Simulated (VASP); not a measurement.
A run of VASP 6.6.1 is set up as follows.

The input INCAR:

```
SYSTEM = Co
PREC = Accurate ; ENCUT = 520
EDIFF = 1E-8 ; ISMEAR = -1
SIGMA = 0.05 ; LREAL = .False.
LASPH = .True. ; NELM = 150
ALGO = Normal ; ISIF = 2
LWAVE = .False. ; LCHARG = .False.
ISPIN = 2 ; MAGMOM = 2 2
LORBIT = 11 ; LMAXMIX = 4
GGA = PE ; LEFG = .True.
NBANDS = 20
```

The input KPOINTS:

```
regular mesh
0
Gamma
  19 19 10
  0 0 0
```

Contents of POSCAR:

```
Co
1.0
    2.5439430942      0.0000000000      0.0000000000
   -1.2719715471      2.2031193454      0.0000000000
    0.0000000000      0.0000000000      4.1315075849
Co
2
Direct
    0.3333333333      0.6666666667      0.2500000000
    0.6666666667      0.3333333333      0.7500000000
```

Potentials or basis: VASP PAW PBE potentials, release 64 (Co).

Command:

```bash
$ cat potpaw_PBE.64/Co/POTCAR > POTCAR
$ mpirun -np 1 vasp_std > vasp.out
```

(1) What does it give for the net moment?

(2) What does it give for the pressure?

(3) Predict the site moments.

Results:

(1) 3.31 μB per cell.

(2) -12.0 GPa.

(3) Co +1.69 μB.

Caveat: without QUAD_EFG the Cq values of the log hold for a quadrupole moment of 1 mb, not for the nuclei.
